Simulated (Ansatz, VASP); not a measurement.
# Two plane-wave programs on Ge

File INCAR:

```
SYSTEM = Ge
PREC     = Accurate       ! precision mode
ENCUT    = 520            ! plane-wave cutoff, eV
EDIFF    = 1E-6           ! SCF threshold, eV
ISMEAR   = 1              ! smearing method
SIGMA    = 0.2            ! smearing width, eV
LREAL    = .False.        ! projectors in reciprocal space
LASPH    = .True.         ! aspherical terms in the spheres
NELM     = 100            ! most SCF steps
ALGO     = Normal         ! electronic algorithm
ISIF     = 2              ! what is computed and relaxed
LWAVE    = .False.        ! write WAVECAR
LCHARG   = .False.        ! write CHGCAR
NBANDS   = 21             ! bands
```

Contents of KPOINTS:

```
Automatic mesh
0
Gamma
  10 10 10
  0 0 0
```

File POSCAR:

```
Ge
1.0
    0.0000000000      2.8147752533      2.8147752533
    2.8147752533      0.0000000000      2.8147752533
    2.8147752533      2.8147752533      0.0000000000
Ge
2
Direct
    0.5000000000      0.5000000000      0.5000000000
    0.7500000000      0.7500000000      0.7500000000
```

Input for Ansatz:

```yaml
crystal:
  lattice:
    - [0.0, 2.8147752533, 2.8147752533]
    - [2.8147752533, 0.0, 2.8147752533]
    - [2.8147752533, 2.8147752533, 0.0]
  atoms:
    - { symbol: Ge, position: [0.5, 0.5, 0.5] }
    - { symbol: Ge, position: [0.75, 0.75, 0.75] }
hamiltonian:
  xc: lda
  pseudopotentials:
    kind: paw
    azcp:
      Ge: "pseudopotentials/Ge.paw.azcp"
basis:
  ecutwfc: 420
  fft_grid_basis: typed
kpoints:
  mp_grid: { grid: [10, 10, 10], shift: [0, 0, 0] }
magnetization:
  spin_polarized: false
scf:
  occupations: { method: cold, width: 0.2 }
  lower_state_search: "off"
output:
  stress: true
  write_density: true
  write_potential: true
  elf: true
  volumetric_format: npy
```

Alike in both runs: task single point; functional LDA; k mesh 10 × 10 × 10; no spin polarisation.

|  | VASP | Ansatz |
| --- | --- | --- |
| version | VASP 6.6.1 | Ansatz 0.2.0 |
| potentials or method | VASP PAW LDA potentials, release 64 (Ge_d), cutoff 520 eV | plane waves (420 eV) with PAW, scalar-relativistic |
| occupations | methfessel-paxton of order 1, width 0.2 eV | cold, width 0.2 eV |
| valence electrons in the cell | 28 | 28 |

VASP gave:

| Item | Value |
| --- | --- |
| pressure (GPa) | -0.1 |

Task: Which values does Ansatz return?

Result: Pressure (GPa): -0.3.

Ansatz warns that its potentials were made for another functional, while VASP's fit it. LDA's correlation is that of Perdew and Zunger in VASP and of Perdew and Wang (1992) in Ansatz.
